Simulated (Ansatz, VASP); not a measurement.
# BeS in VASP and in Ansatz

```
CELL_PARAMETERS angstrom
0.00000 2.41344 2.41344
2.41344 0.00000 2.41344
2.41344 2.41344 0.00000
ATOMIC_POSITIONS crystal
Be 0.50000 0.50000 0.50000
S 0.25000 0.25000 0.25000
```

Alike in both runs: task single point; functional PBE; k mesh 8 × 8 × 8; occupations gaussian, width 0.02 eV; no spin polarisation.

|  | VASP | Ansatz |
| --- | --- | --- |
| version | VASP 6.6.1 | Ansatz 0.2.0 |
| potentials or method | VASP PAW PBE potentials, release 64 (Be, S), cutoff 600 eV | scalar-relativistic, plane waves, PAW |
| valence electrons in the cell | 8 | 8 |

Ansatz gave:

```
gap on the k mesh at the Fermi level (eV) : 3.08
least direct gap on the mesh (eV)         : 5.64
pressure (GPa)                            : 3.0
```

**Question.** What did VASP give for the same quantities?

**Answer.** gap on the k mesh at the Fermi level (eV): 3.08; least direct gap on the mesh (eV): 5.66; pressure (GPa): 3.0.

With one functional, cell and mesh, what is left measures potentials, basis and numerics.
